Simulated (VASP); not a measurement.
Set up this calculation in VASP 6.6.1, as the native input.

- Task: single point
- Functional: PBE
- Potentials or basis: VASP PAW PBE potentials, release 64 (W_sv, S)
- Cutoff: 520 eV
- k mesh: 12 × 12 × 4
- Occupations: gaussian, width 0.02 eV
- Spin: no spin polarisation
- Dipole correction: no
- Further INCAR settings: ALGO = Normal; EDIFF = 1e-06; NBANDS = 35

The structure of WS2 lies in POSCAR:

```
WS2
1.0
    3.0061797905      0.0000000000      0.0000000000
   -1.5030898953      2.6034280669      0.0000000000
    0.0000000000      0.0000000000     10.9364766060
W S
2 4
Direct
    0.3333333333      0.6666666667      0.2500000000
    0.6666666667      0.3333333333      0.7500000000
    0.3333333333      0.6666666667      0.6047086461
    0.6666666667      0.3333333333      0.1047086461
    0.3333333333      0.6666666667      0.8952913539
    0.6666666667      0.3333333333      0.3952913539
```

The input as run:

INCAR

```
ALGO = Normal ; EDIFF = 1E-6
ENCUT = 520 ; GGA = PE
ISIF = 2 ; ISMEAR = 0
LASPH = T ; LCHARG = F
LREAL = F ; LWAVE = F
NBANDS = 35 ; NELM = 80
PREC = Accurate ; SIGMA = 0.02
```

KPOINTS

```
k-points
0
Gamma
  12 12 4
```

Potentials or basis: VASP PAW PBE potentials, release 64 (W_sv, S).

Command:

```console
$ cat potpaw_PBE.64/W_sv/POTCAR potpaw_PBE.64/S/POTCAR > POTCAR
$ mpirun -np 1 vasp_std > vasp.out
```

Results of the run:

* Pressure: 30.0 GPa
* Band gap on the k mesh: 0.06 eV (least direct gap 1.23 eV)

Caveat: the cell stands under pressure; spin-orbit coupling is left out, which moves the levels of the heavy elements.

Wall time 58 s on 1 thread of Intel(R) Xeon(R) 6975P-C (Granite Rapids) (shared host), peak memory 0.28 GiB.
